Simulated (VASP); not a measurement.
Write the native input for VASP 6.6.1 that does the following.

```yaml
Task: single point
Functional: PBE
Potentials_or_basis: VASP PAW PBE potentials, release 64 (In_d, Sb)
Cutoff: 520 eV
k_mesh: 4 × 4 × 4
Occupations: fermi-dirac, width 0.02 eV
Spin: no spin polarisation
Dipole_correction: no
Further_INCAR_settings: ALGO = Normal; EDIFF = 1e-06; NBANDS = 16
```

The structure of InSb lies in POSCAR:

```
InSb
1.0
    0.0000000000      3.2795130136      3.2795130136
    3.2795130136      0.0000000000      3.2795130136
    3.2795130136      3.2795130136      0.0000000000
In Sb
1 1
Direct
    0.0000000000      0.0000000000      0.0000000000
    0.2500000000      0.2500000000      0.2500000000
```

One way to write it, as run:

INCAR

```
ALGO = Normal
EDIFF = 1E-6
ENCUT = 520
GGA = PE
ISIF = 2
ISMEAR = -1
LASPH = T
LCHARG = F
LREAL = F
LWAVE = F
NBANDS = 16
NELM = 100
PREC = Accurate
SIGMA = 0.02
```

KPOINTS

```
k-points
0
Gamma
  4 4 4
```

Potentials or basis: VASP PAW PBE potentials, release 64 (In_d, Sb).

Launch:

```sh
$ cat potpaw_PBE.64/In_d/POTCAR potpaw_PBE.64/Sb/POTCAR > POTCAR
$ mpirun -np 1 vasp_std > vasp.out
```

It gave:

```json
{"Pressure": "1.8 GPa", "Band gap on the k mesh": "zero (filled and empty bands touch)"}
```

Caveat: the k points lie up to 0.41 Å⁻¹ apart; semilocal functionals underestimate gaps, so a narrow gap can read as zero; spin-orbit coupling is left out, which moves the levels of the heavy elements.

It took 5.7 s on 1 thread of Intel(R) Xeon(R) 6975P-C (Granite Rapids) (shared host), peak memory 0.2 GiB.
